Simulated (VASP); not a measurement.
Crystal: CdS (Hawleyite).

```
CELL_PARAMETERS angstrom
0.00000 2.91650 2.91650
2.91650 0.00000 2.91650
2.91650 2.91650 0.00000
ATOMIC_POSITIONS crystal
Cd 0.93250 0.02250 0.02250
S 0.31750 0.22750 0.22750
```

This cell differs from its parent crystal: shortest bond scaled by 0.82.

Base run:

* Program: VASP 6.6.1
* Functional: PBEsol
* Potentials or basis: VASP PAW PBE potentials, release 64 (Cd, S)
* Cutoff: 520 eV
* k mesh: 7 × 7 × 7
* Occupations: fermi-dirac, width 0.03 eV
* Spin: no spin polarisation

Its results: band gap on the k mesh 1.09 eV, direct; pressure 9.4 GPa; largest force 6.567 eV/Å.

Problem. The run is repeated on the same cell with these changes: functional from PBEsol to revPBE; further incar settings from ALGO = Normal; EDIFF = 1e-06; NBANDS = 16 to ALGO = Normal; EDIFF = 1e-07; NBANDS = 16. What comes out?

Solution. Band gap on the k mesh 1.35 eV, direct; pressure 14.2 GPa; largest force 6.815 eV/Å.

Caveats: the PAW data sets were made with another functional, which shifts forces and pressure a little.

